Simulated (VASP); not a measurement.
# Ga2O3 (R-3c) in VASP: notebook

Ga2O3 is run at these levels: PBE, r2SCAN; tasks: single point, relaxation of cell and atoms.

All numbers are computed with VASP 6.6.1; they aren't measurements. Logs are shortened: lines on timing, memory, paths and dates and some standing lists are left out, and cuts for length are marked.

### Step 1. The cell of the first run

It takes space group R-3c (No. 167, trigonal). The conventional cell has a = 4.985 Å, b = 4.985 Å, c = 13.442 Å, α = 90.00°, β = 90.00°, γ = 120.00°. Ga (site symmetry 3) has 6 O at 1.93 to 2.07 Å within 2.6 Å. O (site symmetry 2) has 4 Ga at 1.93 to 2.07 Å and 12 O at 2.62 to 3.01 Å within 3.1 Å.

### Step 2. Single point, PBE

File INCAR:

```
SYSTEM = Ga2O3
PREC     = Accurate       ! precision mode
ENCUT    = 520            ! plane-wave cutoff, eV
EDIFF    = 1E-7           ! SCF threshold, eV
ISMEAR   = -1             ! smearing method
SIGMA    = 0.02           ! smearing width, eV
LREAL    = .FALSE.        ! projectors in reciprocal space
LASPH    = .TRUE.         ! aspherical terms in the spheres
NELM     = 80             ! most SCF steps
ALGO     = Normal         ! electronic algorithm
ISIF     = 2              ! what is computed and relaxed
LWAVE    = .FALSE.        ! write WAVECAR
LCHARG   = .TRUE.         ! write CHGCAR
GGA      = PE             ! functional
LELF     = .TRUE.         ! ELF
LVHAR    = .TRUE.       
NBANDS   = 55             ! bands
```

File KPOINTS:

```
Automatic mesh
0
G
  6 6 6
  0 0 0
```

File POSCAR:

```
Ga2O3
1.0
    2.4922597440      1.4389068341      4.4806440197
   -2.4922597440      1.4389068341      4.4806440197
    0.0000000000     -2.8778136682      4.4806440197
Ga O
4 6
Direct
    0.8554260894      0.8554260894      0.8554260894
    0.3554260894      0.3554260894      0.3554260894
    0.1445739106      0.1445739106      0.1445739106
    0.6445739106      0.6445739106      0.6445739106
    0.4463666996      0.0536333004      0.7500000000
    0.0536333004      0.7500000000      0.4463666996
    0.5536333004      0.9463666996      0.2500000000
    0.2500000000      0.5536333004      0.9463666996
    0.9463666996      0.2500000000      0.5536333004
    0.7500000000      0.4463666996      0.0536333004
```

Potentials or basis: VASP PAW PBE potentials, release 64 (Ga_d, O).

Command:

```
cat potpaw_PBE.64/Ga_d/POTCAR potpaw_PBE.64/O/POTCAR > POTCAR
mpirun -np 1 vasp_std > vasp.out
```

OUTCAR:

```text
SYSTEM = Ga2O3
   PREC = Accurate
   ENCUT = 520
   EDIFF = 1E-7
   ISMEAR = -1
   LREAL = .FALSE.
   LASPH = .TRUE.
   NELM = 80
   ISIF = 2
   GGA = PE

 ion  position               nearest neighbor table
   1  0.855  0.855  0.855-   8 1.93   7 1.93   9 1.93   5 2.07   6 2.07  10 2.07   4 2.83
   2  0.355  0.355  0.355-   6 1.93   5 1.93  10 1.93   7 2.07   9 2.07   8 2.07   3 2.83
   3  0.145  0.145  0.145-  10 1.93   5 1.93   6 1.93   7 2.07   9 2.07   8 2.07   2 2.83
   4  0.645  0.645  0.645-   9 1.93   7 1.93   8 1.93   5 2.07   6 2.07  10 2.07   1 2.83
   5  0.446  0.054  0.750-   2 1.93   3 1.93   1 2.07   4 2.07
   6  0.054  0.750  0.446-   2 1.93   3 1.93   1 2.07   4 2.07
   7  0.554  0.946  0.250-   1 1.93   4 1.93   3 2.07   2 2.07
   8  0.250  0.554  0.946-   1 1.93   4 1.93   3 2.07   2 2.07
   9  0.946  0.250  0.554-   4 1.93   1 1.93   3 2.07   2 2.07
  10  0.750  0.446  0.054-   3 1.93   2 1.93   1 2.07   4 2.07

  LATTYP: Found a trigonal (rhomboedric) cell.
 ALAT       =     5.3252213419
 COS(alpha) =     0.5619322590

  Lattice vectors:

 A1 = (   2.4922597440,   1.4389068341,   4.4806440197)
 A2 = (  -2.4922597440,   1.4389068341,   4.4806440197)
 A3 = (   0.0000000000,  -2.8778136682,   4.4806440197)

Analysis of symmetry for initial positions (statically):
=====================================================================
 Subroutine PRICEL returns:
 Original cell was already a primitive cell.

 Routine SETGRP: Setting up the symmetry group for a
 trigonal (rhombohedral) supercell.

 Subroutine GETGRP returns: Found 12 space group operations
 (whereof  6 operations were pure point group operations)
 out of a pool of 12 trial point group operations.

The static configuration has the point symmetry S_6 .
 The point group associated with its full space group is D_3d.

Analysis of symmetry for dynamics (positions and initial velocities):
=====================================================================
 Subroutine PRICEL returns:
 Original cell was already a primitive cell.

 Routine SETGRP: Setting up the symmetry group for a
 trigonal (rhombohedral) supercell.

 Subroutine GETGRP returns: Found 12 space group operations
 (whereof  6 operations were pure point group operations)
 out of a pool of 12 trial point group operations.

The dynamic configuration has the point symmetry S_6 .
 The point group associated with its full space group is D_3d.

 Subroutine INISYM returns: Found 12 space group operations
 (whereof  6 operations are pure point group operations),
 and found     1 'primitive' translations

[... 123 lines left out ...]
   EMIN   =  10.00;   EMAX   =-10.00  energy-range for DOS
   EFERMI =   0.00;   METHOD = LEGACY
   ISMEAR =    -1;   SIGMA  =   0.02  broadening in eV -4-tet -1-fermi 0-gaus
   EFERMI_NEDOS =   21; number of points for ismear=-14 and -15
   IALGO  =     38    algorithm
   IMIX   =      4    mixing-type and parameters
     AMIX     =   0.40;   BMIX     =  1.00
     AMIX_MAG =   1.60;   BMIX_MAG =  1.00
  volume/ion in A,a.u.               =       9.64        65.06
  Fermi-wavevector in a.u.,A,eV,Ry     =   1.588046  3.000972 34.312412  2.521891
  Thomas-Fermi vector in A             =   2.687110
   LORBIT       =      0    0 simple, 1 ext, 2 COOP (PROOUT), +10 PAW based schemes
   GGA     = PE    functional components
   LHFCALC =     F    Hartree Fock is set to
   AEXX    =    0.0000 exact exchange contribution
   IVDW    =     0    specifies the selected vdW correction
   LEPSILON=     F    determine dielectric tensor
   LRPA    =     F    only Hartree local field effects (RPA)
 non-spin polarized calculation
  energy-cutoff  :      520.00
  volume of cell :       96.41
 maximum number of plane-waves:      2610
   NGX = 19   NGY = 19   NGZ = 19

 number of electron      87.9999977 magnetization

 Free energy of the ion-electron system (eV)
  ---------------------------------------------------
  ext. energy  EPLUGINS =         0.00000000
  ---------------------------------------------------
  free energy    TOTEN  =       -59.24222100 eV

  energy without entropy =      -59.24222100  energy(sigma->0) =      -59.24222100

 E-fermi :   4.9798     XC(G=0): -12.2006

 val. band max:        4.5530358147   @ k =  -0.1667   0.1667   0.0000
 cond. band min:       7.3995460744   @ k =   0.0000   0.0000   0.0000
 fundamental gap:      2.8465102597
 Fermi energy:         4.9798467462

 k-point     1 :       0.0000    0.0000    0.0000
  band No.  band energies     occupation
      1     -14.4643      2.00000
      2     -12.4483      2.00000
      3     -12.4483      2.00000
      4     -12.4256      2.00000
      5     -12.3983      2.00000
      6     -12.3983      2.00000
[... 1381 lines left out ...]
     54      16.6523      0.00000
     55      16.9536      0.00000

 [... further k-points ...]

------------------------ aborting loop because EDIFF is reached ----------------------------------------

  FORCE on cell =-STRESS in cart. coord.  units (eV):
  Direction    XX          YY          ZZ          XY          YZ          ZX
  --------------------------------------------------------------------------------------
  -------------------------------------------------------------------------------------
  Total        6.5340215      6.5340215      5.7620931      0.0000000      0.0000000      0.0000000
  in kB      108.5859096    108.5859096     95.7575849      0.0000000      0.0000000      0.0000000
  external PRESSURE =     104.3098013 kB  Pullay stress =       0.0000000 kB

 VOLUME and BASIS-vectors are now :
 -----------------------------------------------------------------------------
  energy-cutoff  :      520.00
  volume of cell :       96.41
      direct lattice vectors                 reciprocal lattice vectors
     2.492259744  1.438906834  4.480644020     0.200621144  0.115828671  0.074394067
    -2.492259744  1.438906834  4.480644020    -0.200621144  0.115828671  0.074394067
     0.000000000 -2.877813668  4.480644020     0.000000000 -0.231657343  0.074394067

 POSITION                                       TOTAL-FORCE (eV/Angst)
 -----------------------------------------------------------------------------------
      0.00000      0.00000     11.49858        -0.000000     -0.000000      0.069374
      0.00000      0.00000      4.77761        -0.000000     -0.000000      0.069374
      0.00000      0.00000      1.94335        -0.000000     -0.000000     -0.069374
      0.00000      0.00000      8.66432        -0.000000     -0.000000     -0.069374
      0.97879     -1.43891      5.60081         0.020370     -0.000000      0.000000
     -1.73553     -0.12821      5.60081        -0.010185     -0.017641      0.000000
     -0.97879      1.43891      7.84113        -0.020370     -0.000000     -0.000000
     -0.75673     -1.56711      7.84113         0.010185     -0.017641      0.000000
      1.73553      0.12821      7.84113         0.010185      0.017641      0.000000
      0.75673      1.56711      5.60081        -0.010185      0.017641      0.000000
 -----------------------------------------------------------------------------------
    total drift:                               -0.000000     -0.000000     -0.000000

  FREE ENERGIE OF THE ION-ELECTRON SYSTEM (eV)
  ---------------------------------------------------
  free  energy   TOTEN  =       -59.2422209972 eV

  energy  without entropy=      -59.2422209972  energy(sigma->0) =      -59.24222100
```

stdout:

```text
POSCAR found type information on POSCAR GaO
 POSCAR found :  2 types and      10 ions
 scaLAPACK will be used
 LDA part: xc-table for (Slater+PW92), standard interpolation
 POSCAR, INCAR and KPOINTS ok, starting setup
 FFT: planning ... GRIDC
 FFT: planning ... GRID_SOFT
 FFT: planning ... GRID
 WAVECAR not read
 entering main loop
```

Wall time 3.3 min (1 thread of Intel Xeon Platinum 8488C (Sapphire Rapids), shared host); peak memory 0.3 GiB.

Results:

```yaml
Free_energy: -59.2422 eV
Pressure: 10.4 GPa
Largest_force: 0.069 eV/Å
Band_gap_on_the_k_mesh: 2.85 eV (least direct gap 3.10 eV)
```

Forces in eV/Å, atoms in the order of the input:
```
Ga   0.000  0.000  0.069
Ga   0.000  0.000  0.069
Ga   0.000  0.000 -0.069
Ga   0.000  0.000 -0.069
O    0.020  0.000  0.000
O   -0.010 -0.018  0.000
O   -0.020  0.000  0.000
O    0.010 -0.018  0.000
O    0.010  0.018  0.000
O   -0.010  0.018  0.000
```

Stress tensor (GPa, compression positive):
```
10.86  0.00  0.00
 0.00 10.86  0.00
 0.00  0.00  9.58
```

Caveat: the cell stands under pressure. A k mesh can miss the band edges.

### Step 3. Single point, PBE

This run uses another cell than the first one, of 10.06 Å³/atom.

File INCAR:

```
SYSTEM = Ga2O3
PREC = Accurate ; ENCUT = 520
EDIFF = 1E-6 ; ISMEAR = -1
SIGMA = 0.02 ; LREAL = .False.
LASPH = .True. ; NELM = 100
ALGO = Normal ; ISIF = 2
LWAVE = .False. ; LCHARG = .False.
GGA = PE ; NBANDS = 55
```

File KPOINTS:

```
Automatic mesh
0
Gamma
  6 6 6
  0 0 0
```

File POSCAR:

```
Ga2O3
1.0
    2.5288850114      1.4600524421      4.5410089290
   -2.5288850114      1.4600524421      4.5410089290
    0.0000000000     -2.9201048842      4.5410089290
Ga O
4 6
Direct
    0.8558408842      0.8558408842      0.8558408842
    0.3558408842      0.3558408842      0.3558408842
    0.1441591158      0.1441591158      0.1441591158
    0.6441591158      0.6441591158      0.6441591158
    0.4468690113      0.0531309887      0.7500000000
    0.0531309887      0.7500000000      0.4468690113
    0.5531309887      0.9468690113      0.2500000000
    0.2500000000      0.5531309887      0.9468690113
    0.9468690113      0.2500000000      0.5531309887
    0.7500000000      0.4468690113      0.0531309887
```

Potentials or basis: VASP PAW PBE potentials, release 64 (Ga_d, O).

Command:

```
cat potpaw_PBE.64/Ga_d/POTCAR potpaw_PBE.64/O/POTCAR > POTCAR
mpirun -np 1 vasp_std > vasp.out
```

It took 2.8 min on 1 thread of Intel Xeon Platinum 8488C (Sapphire Rapids), shared host; peak memory 0.3 GiB.

Results (log left out):

```yaml
Free_energy: -59.3933 eV
Pressure: 1.0 GPa
Largest_force: 0.011 eV/Å
Band_gap_on_the_k_mesh: 2.39 eV (least direct gap 2.62 eV)
```

Forces on the atoms (eV/Å):
```
Ga   0.000  0.000  0.011
Ga   0.000  0.000  0.011
Ga   0.000  0.000 -0.011
Ga   0.000  0.000 -0.011
O    0.001  0.000  0.000
O   -0.001 -0.001  0.000
O   -0.001  0.000  0.000
O    0.001 -0.001  0.000
O    0.001  0.001  0.000
O   -0.001  0.001  0.000
```

Stress tensor (GPa, compression positive):
```
1.01 0.00 0.00
0.00 1.01 0.00
0.00 0.00 0.89
```

Levels at points of the mesh, in eV from the valence-band top:
| k point | band 42 | band 43 | band 44 | band 45 | band 46 | band 47 |
| --- | --- | --- | --- | --- | --- | --- |
| (0.00, 0.00, 0.00) | -0.31 | -0.23 | -0.23 | 2.39 | 6.30 | 6.55 |
| (0.50, 0.00, 0.00) | -0.93 | -0.15 | -0.15 | 6.00 | 6.00 | 6.37 |
| (0.50, 0.50, 0.00) | -0.69 | -0.25 | -0.15 | 6.12 | 6.34 | 7.23 |
| (0.50, 0.50, 0.50) | -0.29 | -0.29 | -0.29 | 5.47 | 5.47 | 7.48 |

(Continued in part 2 of 2.)
